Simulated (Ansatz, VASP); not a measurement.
Zn in VASP and in Ansatz

```
CELL_PARAMETERS angstrom
2.68833 0.00000 0.00000
-1.34417 2.32816 0.00000
0.00000 0.00000 4.78788
ATOMIC_POSITIONS crystal
Zn 0.33333 0.66667 0.25000
Zn 0.66667 0.33333 0.75000
```

Alike in both runs: functional PBE; k mesh 17 × 17 × 9; occupations fermi-dirac, width 0.05 eV; no spin polarisation.

Ansatz relaxed the structure, and its values are those at the end. VASP's run is a single point on that final structure, the one shown.

```csv
,VASP,Ansatz
version,VASP 6.6.1,Ansatz 0.2.0
potentials or method,"VASP PAW PBE potentials, release 64 (Zn), cutoff 520 eV","all-electron LAPW, scalar-relativistic"
```

```csv
,VASP,Ansatz,Ansatz less VASP
pressure (GPa),0.4,0.0,-0.34
```

Ansatz ran all-electron here, and VASP with PAW potentials.
